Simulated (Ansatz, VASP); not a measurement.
**PbS: VASP beside Ansatz**

Contents of POSCAR:

```
PbS
1.0
    0.0000000000      2.8378710381      2.8378710381
    2.8378710381      0.0000000000      2.8378710381
    2.8378710381      2.8378710381      0.0000000000
Pb S
1 1
Direct
    0.0000000000      0.0000000000      0.0000000000
    0.5000000000      0.5000000000      0.5000000000
```

File INCAR.step1:

```
SYSTEM = PbS
  PREC = Accurate
  ENCUT = 520
  EDIFF = 1E-5
  ISMEAR = 0
  SIGMA = 0.01
  LREAL = .False.
  LASPH = .True.
  NELM = 60
  ALGO = Normal
  ISIF = 2
  LWAVE = .True.
  LCHARG = .False.
  NBANDS = 17
  GGA = PE
```

INCAR.step2

```
SYSTEM = PbS
  PREC = Accurate
  ENCUT = 520
  EDIFF = 1E-7
  ISMEAR = 0
  SIGMA = 0.01
  LREAL = .False.
  LASPH = .True.
  NELM = 60
  ALGO = Normal
  ISIF = 2
  LWAVE = .False.
  LCHARG = .False.
  GGA = PE
  LHFCALC = .True.
  HFSCREEN = 0.2079
  PRECFOCK = Normal
  NBANDS = 17
  ISTART = 1
```

Contents of KPOINTS:

```
regular mesh
0
Gamma
  6 6 6
  0 0 0
```

Input for Ansatz:

```yaml
crystal:
  lattice:
    - [0.0, 2.8378710381, 2.8378710381]
    - [2.8378710381, 0.0, 2.8378710381]
    - [2.8378710381, 2.8378710381, 0.0]
  atoms:
    - { symbol: Pb, position: [0.0, 0.0, 0.0] }
    - { symbol: S, position: [0.5, 0.5, 0.5] }
kpoints:
  mp_grid: { grid: [6, 6, 6] }
  band_path:
    path:
      - [0.0, 0.0, 0.0]
      - [0.5, 0.0, 0.5]
      - [0.625, 0.25, 0.625]
      - [0.375, 0.375, 0.75]
      - [0.5, 0.5, 0.5]
      - [0.5, 0.25, 0.75]
    npoints: 1
hamiltonian:
  xc: hse06
scf:
  occupations: { method: fixed }
  n_extra_bands: 4
output:
  forces: true
  stress: true
  eigenvalues: true
```

Change from the starting cell: hydrostatic strain -5.0%.

Alike in both runs: task single point; functional HSE06; k mesh 6 × 6 × 6; no spin polarisation.

```csv
,VASP,Ansatz
version,VASP 6.6.1,Ansatz 0.2.0
potentials or method,"VASP PAW PBE potentials, release 64 (Pb_d, S)","plane waves, PAW"
plane-wave cutoff (eV),520,420
occupations,"gaussian, width 0.01 eV",fixed
valence electrons in the cell,20,20
```

|  | VASP | Ansatz | Ansatz less VASP |
| --- | --- | --- | --- |
| gap on the k mesh at the Fermi level (eV) | 0.10 | 0.10 | -0.008 |
| pressure (GPa) | 11.7 | 11.9 | +0.13 |

Ansatz's warnings: stress exchange threshold loose, stress scf threshold loose.

Spin-orbit coupling is off throughout.
